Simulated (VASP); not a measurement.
# PbF2 (Fm-3m) in VASP: a series of runs, part 2 of 2

VASP 6.6.1.

### Step 3. Single point, LDA

Input file INCAR:

```
ALGO     = Normal         # electronic algorithm
EDIFF    = 1E-6           # SCF threshold, eV
ENCUT    = 600            # plane-wave cutoff, eV
GGA      = CA             # functional
GGA_COMPAT= False        
ISIF     = 2              # what is computed and relaxed
ISMEAR   = 0              # smearing method
LASPH    = True           # aspherical terms in the spheres
LCHARG   = False          # write CHGCAR
LREAL    = False          # projectors in reciprocal space
LWAVE    = False          # write WAVECAR
NBANDS   = 21             # bands
NELM     = 120            # most SCF steps
PREC     = Accurate       # precision mode
SIGMA    = 0.1            # smearing width, eV
```

Input file KPOINTS:

```
k-points
0
Gamma
  4 4 4
```

Input file POSCAR:

```
PbF2
1.0
    0.0000000000      2.9579484323      2.9579484323
    2.9579484323      0.0000000000      2.9579484323
    2.9579484323      2.9579484323      0.0000000000
Pb F
1 2
Direct
    0.0000000000      0.0000000000      0.0000000000
    0.7500000000      0.7500000000      0.7500000000
    0.2500000000      0.2500000000      0.2500000000
```

Potentials or basis: VASP PAW LDA potentials, release 64 (Pb_d, F).

Command:

```
$ cat potpaw_LDA.64/Pb_d/POTCAR potpaw_LDA.64/F/POTCAR > POTCAR
$ mpirun -np 1 vasp_std > vasp.out
```

OUTCAR:

```text
EDIFF = 1E-6
   ENCUT = 600
   GGA = CA
   ISIF = 2
   ISMEAR = 0
   LASPH = True
   LREAL = False
   NELM = 120
   PREC = Accurate

 ion  position               nearest neighbor table
   1  0.000  0.000  0.000-   2 2.56   3 2.56   2 2.56   2 2.56   3 2.56   2 2.56   3 2.56   3 2.56

   2  0.750  0.750  0.750-   1 2.56   1 2.56   1 2.56   1 2.56
   3  0.250  0.250  0.250-   1 2.56   1 2.56   1 2.56   1 2.56

  LATTYP: Found a face centered cubic cell.
 ALAT       =     5.9158968646

  Lattice vectors:

 A1 = (   0.0000000000,   2.9579484323,   2.9579484323)
 A2 = (   2.9579484323,   0.0000000000,   2.9579484323)
 A3 = (   2.9579484323,   2.9579484323,   0.0000000000)

Analysis of symmetry for initial positions (statically):
=====================================================================
 Subroutine PRICEL returns:
 Original cell was already a primitive cell.

 Routine SETGRP: Setting up the symmetry group for a
 face centered cubic supercell.

 Subroutine GETGRP returns: Found 48 space group operations
 (whereof 48 operations were pure point group operations)
 out of a pool of 48 trial point group operations.

The static configuration has the point symmetry O_h .

Analysis of symmetry for dynamics (positions and initial velocities):
=====================================================================
 Subroutine PRICEL returns:
 Original cell was already a primitive cell.

 Routine SETGRP: Setting up the symmetry group for a
 face centered cubic supercell.

 Subroutine GETGRP returns: Found 48 space group operations
 (whereof 48 operations were pure point group operations)
 out of a pool of 48 trial point group operations.

[... 97 lines left out ...]
   NUPDOWN=      -1.0000    fix difference up-down
   EMIN   =  10.00;   EMAX   =-10.00  energy-range for DOS
   EFERMI =   0.00;   METHOD = LEGACY
   ISMEAR =     0;   SIGMA  =   0.10  broadening in eV -4-tet -1-fermi 0-gaus
   EFERMI_NEDOS =   21; number of points for ismear=-14 and -15
   IALGO  =     38    algorithm
   IMIX   =      4    mixing-type and parameters
     AMIX     =   0.40;   BMIX     =  1.00
     AMIX_MAG =   1.60;   BMIX_MAG =  1.00
  volume/ion in A,a.u.               =      17.25       116.43
  Fermi-wavevector in a.u.,A,eV,Ry     =   1.333911  2.520727 24.209105  1.779319
  Thomas-Fermi vector in A             =   2.462733
   LORBIT       =      0    0 simple, 1 ext, 2 COOP (PROOUT), +10 PAW based schemes
   GGA     = CA    functional components
   LHFCALC =     F    Hartree Fock is set to
   AEXX    =    0.0000 exact exchange contribution
   IVDW    =     0    specifies the selected vdW correction
   LEPSILON=     F    determine dielectric tensor
   LRPA    =     F    only Hartree local field effects (RPA)
 non-spin polarized calculation
 Gauss-broadening in eV      SIGMA  =   0.10
  energy-cutoff  :      600.00
  volume of cell :       51.76
 maximum number of plane-waves:      1759
 NGX is ok and might be reduce to    36
   NGX = 17   NGY = 17   NGZ = 17

 number of electron      28.0000009 magnetization

 Free energy of the ion-electron system (eV)
  ---------------------------------------------------
  ext. energy  EPLUGINS =         0.00000000
  ---------------------------------------------------
  free energy    TOTEN  =       -15.92656235 eV

  energy without entropy =      -15.92656235  energy(sigma->0) =      -15.92656235

 E-fermi :   2.0529     XC(G=0): -10.0937

 val. band max:        1.5756910012   @ k =  -0.2500   0.5000   0.2500
 cond. band min:       5.7965784205   @ k =   0.5000   0.5000   0.0000
 fundamental gap:      4.2208874194
 Fermi energy:         2.0528625020

 k-point     1 :       0.0000    0.0000    0.0000
  band No.  band energies     occupation
      1     -19.1795      2.00000
      2     -18.4975      2.00000
      3     -12.7686      2.00000
      4     -12.7686      2.00000
      5     -12.7686      2.00000
      6     -12.6931      2.00000
[... 181 lines left out ...]
     20      17.4768      0.00000
     21      17.4768      0.00000

------------------------ aborting loop because EDIFF is reached ----------------------------------------

  FORCE on cell =-STRESS in cart. coord.  units (eV):
  Direction    XX          YY          ZZ          XY          YZ          ZX
  --------------------------------------------------------------------------------------
  -------------------------------------------------------------------------------------
  Total       -1.3574604     -1.3574604     -1.3574604     -0.0000000      0.0000000      0.0000000
  in kB      -42.0180563    -42.0180563    -42.0180563     -0.0000000      0.0000000      0.0000000
  external PRESSURE =     -42.0180563 kB  Pullay stress =       0.0000000 kB

 VOLUME and BASIS-vectors are now :
 -----------------------------------------------------------------------------
  energy-cutoff  :      600.00
  volume of cell :       51.76
      direct lattice vectors                 reciprocal lattice vectors
     0.000000000  2.957948432  2.957948432    -0.169036077  0.169036077  0.169036077
     2.957948432  0.000000000  2.957948432     0.169036077 -0.169036077  0.169036077
     2.957948432  2.957948432  0.000000000     0.169036077  0.169036077 -0.169036077

 POSITION                                       TOTAL-FORCE (eV/Angst)
 -----------------------------------------------------------------------------------
      0.00000      0.00000      0.00000         0.000000      0.000000      0.000000
      4.43692      4.43692      4.43692         0.000000      0.000000      0.000000
      1.47897      1.47897      1.47897        -0.000000     -0.000000     -0.000000
 -----------------------------------------------------------------------------------
    total drift:                                0.000000      0.000000      0.000000

  FREE ENERGIE OF THE ION-ELECTRON SYSTEM (eV)
  ---------------------------------------------------
  free  energy   TOTEN  =       -15.9265623531 eV

  energy  without entropy=      -15.9265623531  energy(sigma->0) =      -15.92656235
```

OSZICAR:

```text
N       E                     dE             d eps       ncg     rms          rms(c)
DAV:   1     0.317561491951E+03    0.31756E+03   -0.15986E+04   336   0.168E+03
DAV:   2     0.151287357672E+02   -0.30243E+03   -0.28338E+03   354   0.462E+02
DAV:   3    -0.166091956886E+02   -0.31738E+02   -0.31278E+02   404   0.149E+02
DAV:   4    -0.176985765598E+02   -0.10894E+01   -0.10879E+01   386   0.267E+01
DAV:   5    -0.177309869838E+02   -0.32410E-01   -0.32408E-01   405   0.529E+00    0.750E+00
DAV:   6    -0.160005028458E+02    0.17305E+01   -0.79748E+00   466   0.226E+01    0.269E+00
DAV:   7    -0.159605370114E+02    0.39966E-01   -0.43114E-01   351   0.407E+00    0.147E+00
DAV:   8    -0.159293445888E+02    0.31192E-01   -0.10622E-01   371   0.331E+00    0.511E-01
DAV:   9    -0.159263026484E+02    0.30419E-02   -0.16454E-02   445   0.958E-01    0.921E-02
DAV:  10    -0.159266004812E+02   -0.29783E-03   -0.71542E-04   346   0.287E-01    0.356E-02
DAV:  11    -0.159265618599E+02    0.38621E-04   -0.80283E-05   409   0.862E-02    0.111E-02
DAV:  12    -0.159265627495E+02   -0.88962E-06   -0.26975E-05   380   0.545E-02    0.577E-03
DAV:  13    -0.159265623531E+02    0.39643E-06   -0.41470E-06   384   0.219E-02
   1 F= -.15926562E+02 E0= -.15926562E+02  d E =-.712133E-12
```

It took 12 s on 1 thread of AMD EPYC 9R45 (Zen 5), shared host; peak memory 0.14 GiB.

What came out:

```yaml
Free_energy: -15.9266 eV
Pressure: -4.2 GPa
Band_gap_on_the_k_mesh: 4.22 eV, indirect (least direct gap 4.38 eV)
```

Caveat: the k points lie up to 0.46 Å⁻¹ apart; spin-orbit coupling is left out, which moves the levels of the heavy elements.

### Step 4. Single point, PBE

Input file INCAR:

```
SYSTEM = PbF2
  PREC = Accurate
  ENCUT = 600
  EDIFF = 1E-6
  ISMEAR = -1
  SIGMA = 0.025851999786435532
  LREAL = .FALSE.
  LASPH = .TRUE.
  NELM = 120
  ALGO = Normal
  ISIF = 2
  LWAVE = .FALSE.
  LCHARG = .FALSE.
  GGA = PE
  NBANDS = 21
  GGA_COMPAT = .FALSE.
```

Input file KPOINTS:

```
regular mesh
0
G
  4 4 4
  0 0 0
```

POSCAR is that of step 3.

Potentials or basis: VASP PAW PBE potentials, release 64 (Pb_d, F).

Command:

```
$ cat potpaw_PBE.64/Pb_d/POTCAR potpaw_PBE.64/F/POTCAR > POTCAR
$ mpirun -np 1 vasp_std > vasp.out
```

Run time: 15 s. Hardware: 1 thread of AMD EPYC 9R45 (Zen 5), shared host; peak memory 0.17 GiB.

Results (log left out):

```yaml
Free_energy: -14.3318 eV
Pressure: 2.9 GPa
Band_gap_on_the_k_mesh: 4.42 eV, indirect (least direct gap 4.56 eV)
```

Levels at points of the mesh, in eV from the valence-band top:
| k point | band 10 | band 11 | band 12 | band 13 | band 14 | band 15 | band 16 | band 17 | band 18 | band 19 |
| --- | --- | --- | --- | --- | --- | --- | --- | --- | --- | --- |
| (0.00, 0.00, 0.00) | -2.51 | -2.51 | -2.02 | -2.02 | -2.02 | 6.78 | 6.78 | 6.78 | 10.66 | 15.16 |
| (0.50, 0.00, 0.00) | -2.72 | -2.72 | -2.18 | -2.18 | -0.04 | 5.03 | 7.69 | 7.69 | 13.23 | 13.76 |
| (0.50, 0.50, 0.00) | -3.60 | -1.59 | -1.59 | -1.59 | -0.15 | 4.42 | 7.92 | 7.92 | 8.95 | 14.22 |

Caveat: the k points lie up to 0.46 Å⁻¹ apart; spin-orbit coupling is left out, which moves the levels of the heavy elements.

### Step 5. The runs side by side

| level | potentials or basis | smearing | gap on the mesh (eV) | pressure (GPa) |
| --- | --- | --- | --- | --- |
| PBE | VASP PAW PBE potentials, release 64 (Pb_d, F) | gaussian 0.01 eV | 4.42 | 2.9 |
| LDA | VASP PAW LDA potentials, release 64 (Pb_d, F) | gaussian 0.1 eV | 4.22 | -4.2 |
| PBE | VASP PAW PBE potentials, release 64 (Pb_d, F) | fermi-dirac 0.025852 eV | 4.42 | 2.9 |

Alike in all rows: task single point; no spin polarisation; cell as given; k mesh 4 × 4 × 4; cutoff (eV) 600.

Caveats: all runs use coarse meshes; spin-orbit coupling is left out, which moves the levels of the heavy elements.

Absolute energies hang on the potentials; compare differences alone.
